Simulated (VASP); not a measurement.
CS2, 6 atoms in the cell. The structure is orthorhombic, space group Cmce (No. 64). Conventional cell: a = 7.292 Å, b = 5.989 Å, c = 9.851 Å, α = 90.00°, β = 90.00°, γ = 90.00°. Within 2.1 Å of S (site symmetry m) lie 1 C at 1.56 Å. C (site symmetry 2/m) has 2 S at 1.56 Å within 2.1 Å. 

```yaml
Program: VASP 6.6.1
Task: single point
Functional: PBE
Potentials_or_basis: VASP PAW PBE potentials, release 64 (S, C)
Cutoff: 520 eV
k_mesh: 4 × 4 × 2
Occupations: gaussian, width 0.01 eV
Spin: no spin polarisation
Dipole_correction: no
Further_INCAR_settings: ALGO = Normal; EDIFF = 1e-06; NBANDS = 25
```

Potentials or basis: VASP PAW PBE potentials, release 64 (S, C).

Run with:

```sh
$ cat potpaw_PBE.64/S/POTCAR potpaw_PBE.64/C/POTCAR > POTCAR
$ mpirun -np 1 vasp_std > vasp.out
```

Hardware: 1 thread of Intel(R) Xeon(R) 6975P-C (Granite Rapids), on a shared host.

**Question.** Estimate the wall time of this run.

**Answer.** Run time: 41 s on 1 thread of Intel(R) Xeon(R) 6975P-C (Granite Rapids), on a shared host, peak memory 0.33 GiB. Counts: scf iterations 15, k points 14.
